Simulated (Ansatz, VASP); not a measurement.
**Sn: VASP beside Ansatz**

```
CELL_PARAMETERS angstrom
-1.89465 1.89465 1.89465
1.89465 -1.89465 1.89465
1.89465 1.89465 -1.89465
ATOMIC_POSITIONS crystal
Sn 0.00000 0.00000 0.00000
```

Alike in both runs: task single point; functional PBE; k mesh 6 × 6 × 6; occupations gaussian, width 0.1 eV; no spin polarisation.

```csv
,VASP,Ansatz
version,VASP 6.6.1,Ansatz 0.2.0
potentials or method,"VASP PAW PBE potentials, release 64 (Sn_d), cutoff 520 eV","scalar-relativistic, plane waves, PAW"
valence electrons in the cell,14,14
```

|  | VASP | Ansatz | Ansatz less VASP |
| --- | --- | --- | --- |
| gap on the k mesh at the Fermi level (eV) | none | none | - |
| pressure (GPa) | 0.7 | 0.7 | +0.06 |

A gap of «none» marks a metal or a gap that the smearing closes.

The k mesh is coarse, so the values compare programs but aren't converged.
